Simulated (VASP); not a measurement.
Runs of VASP 6.6.1 on MoS2. The structure is that of space group P-6m2 (No. 187), or close to it. The cells are those of the table. 

| cell | gap on the mesh (eV) | largest force (eV/Å) |
| --- | --- | --- |
| a = 3.089, b = 3.089, c = 17.335 Å, angles 90.0, 90.0, 120.0°, 3 atoms | (a) | 0.70 |
| a = 3.232, b = 3.232, c = 17.335 Å, angles 90.0, 90.0, 120.0°, 3 atoms | 1.42 | 0.26 |
| a = 3.136, b = 3.136, c = 17.335 Å, angles 90.0, 90.0, 120.0°, 3 atoms | 1.93 | 0.35 |
| a = 3.280, b = 3.280, c = 17.335 Å, angles 90.0, 90.0, 120.0°, 3 atoms | (c) | 0.52 |
| a = 3.184, b = 3.184, c = 17.335 Å, angles 90.0, 90.0, 120.0°, 3 atoms | 1.68 | (b) |

Alike in all rows: task single point; level r2SCAN; potentials or basis VASP PAW PBE potentials, release 64 (Mo_sv, S); no spin polarisation; k mesh 12 × 12 × 2; cutoff (eV) 520; smearing methfessel-paxton 0.1 eV.

Task: Fill in the values left out.

Result: (a) 2.10; (b) 0.02; (c) 1.19.

Caveats: the PAW data sets were made with another functional, which shifts forces and pressure a little.

A k mesh can miss the band edges, and the runs leave out spin-orbit coupling on Mo.
